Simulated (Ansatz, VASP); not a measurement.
**One calculation of ZnO, two programs**

```
Zn O
1.0
     3.23487    0.00000    0.00000
    -1.61743    2.80148    0.00000
     0.00000    0.00000    5.31656
Zn O
2 2
Direct
  0.66667 0.33333 0.50276
  0.33333 0.66667 0.00276
  0.66667 0.33333 0.87755
  0.33333 0.66667 0.37755
```

Change from the starting cell: strain along c alone, the other axes held, atoms relaxed: +2.0 %.

Alike in both runs: functional r2SCAN; k mesh 12 × 12 × 6; occupations gaussian, width 0.02 eV; no spin polarisation.

Ansatz relaxed the structure, and its values are those at the end. VASP's run is a single point on that final structure, the one shown.

|  | VASP | Ansatz |
| --- | --- | --- |
| version | VASP 6.6.1 | Ansatz 0.2.0 |
| potentials or method | VASP PAW PBE potentials, release 64 (Zn, O), cutoff 520 eV | scalar-relativistic, plane waves, PAW |
| valence electrons in the cell | 36 | 36 |

Ansatz gave:

| Quantity | Value |
| --- | --- |
| gap on the k mesh at the Fermi level (eV) | 1.18 |
| least direct gap on the mesh (eV) | 1.18 |
| pressure (GPa) | -2.9 |

Question: What did VASP give for the same quantities?

Answer: gap on the k mesh at the Fermi level (eV): 1.18; least direct gap on the mesh (eV): 1.18; pressure (GPa): -1.9.

VASP's potentials were made for PBE, not for r2SCAN. Ansatz's warnings: stress scf threshold loose.
